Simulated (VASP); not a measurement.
Here is a VASP 6.6.1 calculation.

File INCAR:

```
  ALGO = Normal
  EDIFF = 1E-6
  EDIFFG = -0.005
  ENCUT = 600
  GGA = PE
  IBRION = 2
  ISIF = 3
  ISMEAR = -1
  LASPH = T
  LCHARG = F
  LREAL = F
  LWAVE = F
  NELM = 80
  NSW = 60
  PREC = Accurate
  PSTRESS = 1400.0
  SIGMA = 0.08
```

Contents of KPOINTS:

```
k-points
0
Gamma
  8 8 11
```

File POSCAR:

```
Pb
1.0
    4.4957726117      0.0000000000      0.0000000000
   -2.2478863059      3.8934532914      0.0000000000
    0.0000000000      0.0000000000      2.7873790193
Pb
3
Direct
    0.0000000000      0.0000000000      0.0000000000
    0.3333333333      0.6666666667      0.5000000000
    0.6666666667      0.3333333333      0.5000000000
```

Potentials or basis: VASP PAW PBE potentials, release 64 (Pb_d).

The run is started by

```sh
$ cat potpaw_PBE.64/Pb_d/POTCAR > POTCAR
$ mpirun -np 1 vasp_std > vasp.out
```

Q: Predict the relaxed volume.

A: 16.31 Å³/atom.

Q: Estimate the space group after relaxing (to 0.05 Å).

A: P6/mmm (No. 191).

Q: Estimate the band gap on the k mesh.

A: Zero (band 21 reaches 19.75 eV, above the bottom of band 22 at 12.81 eV).

Q: Predict the relaxed cell.

A: a = 4.577 Å, b = 4.577 Å, c = 2.697 Å, α = 90.00°, β = 90.00°, γ = 120.00°.

Final structure:
```
CELL_PARAMETERS angstrom
4.57704 0.00000 0.00000
-2.28852 3.96384 0.00000
0.00000 0.00000 2.69704
ATOMIC_POSITIONS crystal
Pb 0.00000 0.00000 0.00000
Pb 0.33333 0.66667 0.50000
Pb 0.66667 0.33333 0.50000
```

Caveat: the cell is relaxed towards a set pressure, so the enthalpy falls and the energy may rise; spin-orbit coupling is left out, which moves the levels of the heavy elements.
